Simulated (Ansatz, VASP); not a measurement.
## Two plane-wave programs on MgO

```
Mg O
1.0
     2.99564    0.00000    0.00000
    -1.49782    2.59430    0.00000
     0.00000    0.00000    2.73224
Mg O
1 1
Cartesian
  0.0000 0.0000 0.0000
  0.0000 1.7295 1.3661
```

Alike in both runs: task single point; functional PBE; k mesh 10 × 10 × 10; occupations fermi-dirac, width 0.05 eV; no spin polarisation.

```csv
,VASP,Ansatz
version,VASP 6.6.1,Ansatz 0.2.0
potentials or method,"VASP PAW PBE potentials, release 64 (Mg_sv, O)",Ansatz PAW soft_1
plane-wave cutoff (eV),840,420
valence electrons in the cell,16,16
```

```csv
,VASP,Ansatz,Ansatz less VASP
gap on the k mesh at the Fermi level (eV),2.60,2.61,+0.004
least direct gap on the mesh (eV),2.98,2.99,+0.005
pressure (GPa),-7.2,-7.1,+0.07
"traceless stress, the component that is largest in VASP (GPa)",-1.08,-1.15,-0.067
```
